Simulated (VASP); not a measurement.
# LaAgS2 (R-3m) in VASP: further runs

LaAgS2 is run at these levels: PBE, LDA, PBEsol; tasks: single point, relaxation of cell and atoms.

Everything below comes from runs of VASP 6.6.1. Logs are shortened: lines on timing, memory, paths and dates and some standing lists are left out, and cuts for length are marked.

### 1 The cell of the first run

Symmetry: R-3m, No. 166, trigonal system. The conventional cell has a = 4.260 Å, b = 4.260 Å, c = 17.788 Å, α = 90.00°, β = 90.00°, γ = 120.00°. Within 3.8 Å of Ag (site symmetry -3m) lie 6 S at 2.86 Å. La (site symmetry -3m) has 6 S at 2.89 Å within 3.8 Å. Within 3.8 Å of S (site symmetry 3m) lie 3 Ag at 2.86 Å and 3 La at 2.89 Å.

### 2 Single point, PBE

The input, INCAR:

```
PREC = Accurate
ENCUT = 520
EDIFF = 1E-7
ISMEAR = -1
SIGMA = 0.02
LREAL = F
LASPH = T
NELM = 80
ALGO = Normal
ISIF = 2
LWAVE = F
LCHARG = T
GGA = PE
LELF = T
LVHAR = T
NBANDS = 25
```

The input, KPOINTS:

```
Automatic mesh
0
Gamma
  8 8 8
```

The input, POSCAR:

```
LaAgS2
1.0
    2.1300357287      1.2297767013      5.9292429232
   -2.1300357287      1.2297767013      5.9292429232
    0.0000000000     -2.4595534027      5.9292429232
Ag La S
1 1 2
Direct
    1.0000000000      0.0000000000      0.0000000000
    0.5000000000      0.5000000000      0.5000000000
    0.2517964127      0.2517964127      0.2517964127
    0.7482035873      0.7482035873      0.7482035873
```

Potentials or basis: VASP PAW PBE potentials, release 64 (Ag, La, S).

The run is started by

```console
$ cat potpaw_PBE.64/Ag/POTCAR potpaw_PBE.64/La/POTCAR potpaw_PBE.64/S/POTCAR > POTCAR
$ mpirun -np 1 vasp_std > vasp.out
```

OUTCAR:

```text
PREC = Accurate
   ENCUT = 520
   EDIFF = 1E-7
   ISMEAR = -1
   LREAL = F
   LASPH = T
   NELM = 80
   ISIF = 2
   GGA = PE

 ion  position               nearest neighbor table
   1  0.000  0.000  0.000-   4 2.86   3 2.86   4 2.86   4 2.86   3 2.86   3 2.86
   2  0.500  0.500  0.500-   3 2.89   4 2.89   3 2.89   3 2.89   4 2.89   4 2.89
   3  0.252  0.252  0.252-   1 2.86   1 2.86   1 2.86   2 2.89   2 2.89   2 2.89
   4  0.748  0.748  0.748-   1 2.86   1 2.86   1 2.86   2 2.89   2 2.89   2 2.89

  LATTYP: Found a trigonal (rhomboedric) cell.
 ALAT       =     6.4191373706
 COS(alpha) =     0.7797832076

  Lattice vectors:

 A1 = (   2.1300357287,   1.2297767013,   5.9292429232)
 A2 = (  -2.1300357287,   1.2297767013,   5.9292429232)
 A3 = (   0.0000000000,  -2.4595534027,   5.9292429232)

Analysis of symmetry for initial positions (statically):
=====================================================================
 Subroutine PRICEL returns:
 Original cell was already a primitive cell.

 Routine SETGRP: Setting up the symmetry group for a
 trigonal (rhombohedral) supercell.

 Subroutine GETGRP returns: Found 12 space group operations
 (whereof 12 operations were pure point group operations)
 out of a pool of 12 trial point group operations.

The static configuration has the point symmetry D_3d.

Analysis of symmetry for dynamics (positions and initial velocities):
=====================================================================
 Subroutine PRICEL returns:
 Original cell was already a primitive cell.

 Routine SETGRP: Setting up the symmetry group for a
 trigonal (rhombohedral) supercell.

 Subroutine GETGRP returns: Found 12 space group operations
 (whereof 12 operations were pure point group operations)
 out of a pool of 12 trial point group operations.

The dynamic configuration has the point symmetry D_3d.

 Subroutine INISYM returns: Found 12 space group operations
 (whereof 12 operations are pure point group operations),
 and found     1 'primitive' translations

----------------------------------------------------------------------------------------

                                     Primitive cell

  volume of cell :      93.1888

  direct lattice vectors                    reciprocal lattice vectors
     2.130035729  1.229776701  5.929242923     0.234737847  0.135525959  0.056218532
    -2.130035729  1.229776701  5.929242923    -0.234737847  0.135525959  0.056218532
     0.000000000 -2.459553403  5.929242923     0.000000000 -0.271051918  0.056218532

  length of vectors
     6.419137371  6.419137371  6.419137371     0.276820638  0.276820638  0.276820638

  position of ions in fractional coordinates (direct lattice)
     0.000000000  0.000000000  0.000000000
     0.500000000  0.500000000  0.500000000
     0.251796413  0.251796413  0.251796413
     0.748203587  0.748203587  0.748203587

  ion indices of the primitive-cell ions
   primitive index   ion index
                 1           1
                 2           2
                 3           3
                 4           4

----------------------------------------------------------------------------------------

 KPOINTS: Automatic mesh

Automatic generation of k-mesh.
 Grid dimensions read from file:
 generate k-points for:    8    8    8

 Generating k-lattice:

  Cartesian coordinates                     Fractional coordinates (reciprocal lattice)
     0.029342231  0.016940745  0.007027317     0.125000000 -0.000000000 -0.000000000
    -0.029342231  0.016940745  0.007027317    -0.000000000  0.125000000 -0.000000000
     0.000000000 -0.033881490  0.007027317    -0.000000000 -0.000000000  0.125000000

  Length of vectors
     0.034602580  0.034602580  0.034602580

  Shift w.r.t. Gamma in fractional coordinates (k-lattice)
     0.000000000  0.000000000  0.000000000

 Subroutine IBZKPT returns following result:
 ===========================================

 Found     65 irreducible k-points:

 Following reciprocal coordinates:
            Coordinates               Weight
  0.000000  0.000000  0.000000      1.000000
  0.125000 -0.000000  0.000000      6.000000
  0.250000 -0.000000  0.000000      6.000000
  0.375000  0.000000  0.000000      6.000000
  0.500000 -0.000000  0.000000      3.000000
  0.125000  0.125000  0.000000      6.000000
[... 16 lines left out ...]
  0.250000  0.125000  0.125000      6.000000
  0.375000  0.125000  0.125000      6.000000
 [... further k-points ...]
   k-points           NKPTS =     65   k-points in BZ     NKDIM =     65   number of bands    NBANDS=     25
   number of dos      NEDOS =    301   number of ions     NIONS =      4
   total plane-waves  NPLWV = 110592
   dimension x,y,z NGX =    48 NGY =   48 NGZ =   48
   dimension x,y,z NGXF=    96 NGYF=   96 NGZF=   96
   ions per type =               1   1   2
   NGX,Y,Z   is equivalent  to a cutoff of  12.43, 12.43, 12.43 a.u.
   NGXF,Y,Z  is equivalent  to a cutoff of  24.86, 24.86, 24.86 a.u.
 SYSTEM =  unknown system
   PREC   = accura    normal or accurate (medium, high low for compatibility)
   ISTART =      0    job   : 0-new  1-cont  2-samecut
   ICHARG =      2    charge: 1-file 2-atom 10-const
   ISPIN  =      1    spin polarized calculation?
   LNONCOLLINEAR =      F non collinear calculations
   LSORBIT =      F    spin-orbit coupling
   LASPH  =      T    aspherical Exc in radial PAW
   ENCUT  =  520.0 eV  38.22 Ry    6.18 a.u.  11.94 11.94 11.94*2*pi/ulx,y,z
   NELM   =     80;   NELMIN=  2; NELMDL= -5     # of ELM steps
   EDIFF  = 0.1E-06   stopping-criterion for ELM
   LREAL  =      F    real-space projection
   EDIFFG = 0.1E-05   stopping-criterion for IOM
   NSW    =      0    number of steps for IOM
   IBRION =     -1    ionic relax: 0-MD 1-quasi-New 2-CG
   NFREE  =      0    steps in history (QN), initial steepest desc. (CG)
   ISIF   =      2    stress and relaxation
   ISYM   =      2    0-nonsym 1-usesym 2-fastsym
   POTIM  = 0.5000    time-step for ionic-motion
   TEBEG  =    0.0;   TEEND  =   0.0 temperature during run
   PSTRESS=    0.0 pullay stress
   NELECT =      34.0000    total number of electrons
   NUPDOWN=      -1.0000    fix difference up-down
   EMIN   =  10.00;   EMAX   =-10.00  energy-range for DOS
   EFERMI =   0.00;   METHOD = LEGACY
   ISMEAR =    -1;   SIGMA  =   0.02  broadening in eV -4-tet -1-fermi 0-gaus
   EFERMI_NEDOS =   21; number of points for ismear=-14 and -15
   IALGO  =     38    algorithm
   IMIX   =      4    mixing-type and parameters
     AMIX     =   0.40;   BMIX     =  1.00
     AMIX_MAG =   1.60;   BMIX_MAG =  1.00
  volume/ion in A,a.u.               =      23.30       157.22
  Fermi-wavevector in a.u.,A,eV,Ry     =   1.169804  2.210610 18.618789  1.368442
  Thomas-Fermi vector in A             =   2.306272
   LORBIT       =      0    0 simple, 1 ext, 2 COOP (PROOUT), +10 PAW based schemes
   GGA     = PE    functional components
   LHFCALC =     F    Hartree Fock is set to
   AEXX    =    0.0000 exact exchange contribution
   IVDW    =     0    specifies the selected vdW correction
   LEPSILON=     F    determine dielectric tensor
   LRPA    =     F    only Hartree local field effects (RPA)
 non-spin polarized calculation
  energy-cutoff  :      520.00
  volume of cell :       93.19
 maximum number of plane-waves:      2527
   NGX = 23   NGY = 23   NGZ = 23

 number of electron      34.0000001 magnetization

 Free energy of the ion-electron system (eV)
  ---------------------------------------------------
  ext. energy  EPLUGINS =         0.00000000
  ---------------------------------------------------
  free energy    TOTEN  =       -21.19139828 eV

  energy without entropy =      -21.19139828  energy(sigma->0) =      -21.19139828

 E-fermi :   6.1909     XC(G=0): -10.0267

 val. band max:        5.7697177302   @ k =   0.2500   0.2500   0.0000
 cond. band min:       8.0309047088   @ k =   0.2500   0.2500   0.0000
 fundamental gap:      2.2611869786
 Fermi energy:         6.1909031894

 k-point     1 :       0.0000    0.0000    0.0000
  band No.  band energies     occupation
      1     -25.8964      2.00000
      2     -10.0082      2.00000
      3      -9.5023      2.00000
      4      -9.5023      2.00000
      5      -6.2123      2.00000
      6      -4.8672      2.00000
[... 17 lines left out ...]
     24       9.2091      0.00000
     25       9.4136      0.00000

 k-point     2 :       0.1250   -0.0000    0.0000
  band No.  band energies     occupation
      1     -25.8911      2.00000
      2      -9.9735      2.00000
      3      -9.6292      2.00000
      4      -9.5194      2.00000
      5      -6.0438      2.00000
      6      -4.9801      2.00000
[... 17 lines left out ...]
     24       9.2413      0.00000
     25       9.2617      0.00000

 k-point     3 :       0.2500   -0.0000    0.0000
  band No.  band energies     occupation
      1     -25.8782      2.00000
      2      -9.9302      2.00000
      3      -9.8528      2.00000
      4      -9.5602      2.00000
      5      -5.7345      2.00000
      6      -5.1637      2.00000
[... 17 lines left out ...]
     24       9.2319      0.00000
     25       9.2968      0.00000

 k-point     4 :       0.3750    0.0000    0.0000
  band No.  band energies     occupation
      1     -25.8653      2.00000
      2     -10.1446      2.00000
      3      -9.7743      2.00000
      4      -9.6003      2.00000
      5      -5.7259      2.00000
      6      -5.0555      2.00000
[... 17 lines left out ...]
     24       9.1890      0.00000
     25       9.3411      0.00000

 k-point     5 :       0.5000   -0.0000    0.0000
  band No.  band energies     occupation
      1     -25.8599      2.00000
      2     -10.2335      2.00000
      3      -9.7310      2.00000
      4      -9.6168      2.00000
      5      -5.7944      2.00000
      6      -4.9422      2.00000
[... 17 lines left out ...]
     24       9.2021      0.00000
     25       9.3700      0.00000

 k-point     6 :       0.1250    0.1250    0.0000
  band No.  band energies     occupation
      1     -25.8911      2.00000
      2      -9.9761      2.00000
      3      -9.6287      2.00000
      4      -9.5195      2.00000
      5      -6.0249      2.00000
      6      -5.0004      2.00000
[... 17 lines left out ...]
     24       9.2341      0.00000
     25       9.2787      0.00000
[... 393 lines left out ...]
 k-point    21 :       0.5000    0.5000    0.0000
  band No.  band energies     occupation
      1     -25.8599      2.00000
      2     -10.2346      2.00000
      3      -9.7338      2.00000
      4      -9.6170      2.00000
      5      -5.7433      2.00000
      6      -4.9809      2.00000
[... 17 lines left out ...]
     24       9.2805      0.00000
     25       9.2969      0.00000

 k-point    22 :       0.1250    0.1250    0.1250
  band No.  band energies     occupation
      1     -25.8964      2.00000
      2     -10.0154      2.00000
      3      -9.5024      2.00000
      4      -9.5024      2.00000
      5      -6.1653      2.00000
      6      -4.9150      2.00000
[... 17 lines left out ...]
     24       9.2091      0.00000
     25       9.3238      0.00000

 k-point    23 :       0.2500    0.1250    0.1250
  band No.  band energies     occupation
      1     -25.8911      2.00000
      2      -9.9836      2.00000
      3      -9.6288      2.00000
      4      -9.5196      2.00000
      5      -5.9814      2.00000
      6      -5.0347      2.00000
[... 17 lines left out ...]
     24       9.1909      0.00000
     25       9.2432      0.00000

 k-point    24 :       0.3750    0.1250    0.1250
  band No.  band energies     occupation
      1     -25.8782      2.00000
      2      -9.9297      2.00000
      3      -9.8609      2.00000
      4      -9.5604      2.00000
      5      -5.7284      2.00000
      6      -5.1436      2.00000
[... 17 lines left out ...]
     24       9.1834      0.00000
     25       9.2667      0.00000

 [... further k-points ...]
[... 5 lines left out ...]
  --------------------------------------------------------------------------------------
  -------------------------------------------------------------------------------------
  Total        0.0938655      0.0938655     -0.0242194      0.0000000      0.0000000      0.0000000
  in kB        1.6138121      1.6138121     -0.4163993      0.0000000      0.0000000      0.0000000
  external PRESSURE =       0.9370750 kB  Pullay stress =       0.0000000 kB

 VOLUME and BASIS-vectors are now :
 -----------------------------------------------------------------------------
  energy-cutoff  :      520.00
  volume of cell :       93.19
      direct lattice vectors                 reciprocal lattice vectors
     2.130035729  1.229776701  5.929242923     0.234737847  0.135525959  0.056218532
    -2.130035729  1.229776701  5.929242923    -0.234737847  0.135525959  0.056218532
     0.000000000 -2.459553403  5.929242923     0.000000000 -0.271051918  0.056218532

 POSITION                                       TOTAL-FORCE (eV/Angst)
 -----------------------------------------------------------------------------------
      0.00000      0.00000      0.00000         0.000000      0.000000      0.000000
      0.00000     -0.00000      8.89386         0.000000      0.000000      0.000000
      0.00000     -0.00000      4.47889         0.000000      0.000000     -0.039216
      0.00000     -0.00000     13.30884         0.000000     -0.000000      0.039216
 -----------------------------------------------------------------------------------
    total drift:                                0.000000      0.000000     -0.000000

  FREE ENERGIE OF THE ION-ELECTRON SYSTEM (eV)
  ---------------------------------------------------
  free  energy   TOTEN  =       -21.1913982820 eV

  energy  without entropy=      -21.1913982820  energy(sigma->0) =      -21.19139828
```

Run time: 3.1 min. Hardware: 1 thread of Intel Xeon 6975P-C (Granite Rapids), shared host; peak memory 0.45 GiB.

Results:

* Free energy: -21.1914 eV
* Pressure: 0.1 GPa
* Largest force: 0.039 eV/Å
* Band gap on the k mesh: 2.26 eV, direct

Forces in eV/Å, atoms in the order of the input:
```
Ag   0.000  0.000  0.000
La   0.000  0.000  0.000
S    0.000  0.000 -0.039
S    0.000  0.000  0.039
```

Caveat: spin-orbit coupling is left out, which moves the levels of the heavy elements.

(Part 1 of 2 ends here.)
